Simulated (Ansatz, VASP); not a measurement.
## PbS in VASP and in Ansatz

```
Pb S
1.0
     0.02965    2.97982    2.97982
     2.97982    0.02965    2.97982
     2.97982    2.97982    0.02965
Pb S
1 1
Direct
  0.00000 0.00000 0.00000
  0.50000 0.50000 0.50000
```

Change from the starting cell: equal xy, yz and zx shear strains of +1 %, PAW files.

Alike in both runs: task electric field gradients; functional LDA; k mesh 7 × 7 × 7; occupations fermi-dirac, width 0.01 eV; no spin polarisation.

```csv
,VASP,Ansatz
version,VASP 6.6.1,Ansatz 0.2.0
potentials or method,"VASP PAW LDA potentials, release 64 (Pb_d, S)","PAW with Ansatz's default frozen-core files, scalar-relativistic"
plane-wave cutoff (eV),520,420
valence electrons in the cell,20,20
```

Ansatz gave:

| Item | Value |
| --- | --- |
| gap on the k mesh at the Fermi level (eV) | 0.80 |
| pressure (GPa) | -2.6 |
| traceless stress, the component that is largest in VASP (GPa) | -0.21 |
| size of Vzz on the site where it differs most (V/Å²) | 3.8 |

Which values does VASP return?

gap on the k mesh at the Fermi level (eV): 0.79; pressure (GPa): -2.6; traceless stress, the component that is largest in VASP (GPa): -0.21; size of Vzz on the site where it differs most (V/Å²): 2.0.

LDA's correlation is that of Perdew and Zunger in VASP and of Perdew and Wang (1992) in Ansatz.

Neither program's run includes spin-orbit coupling.
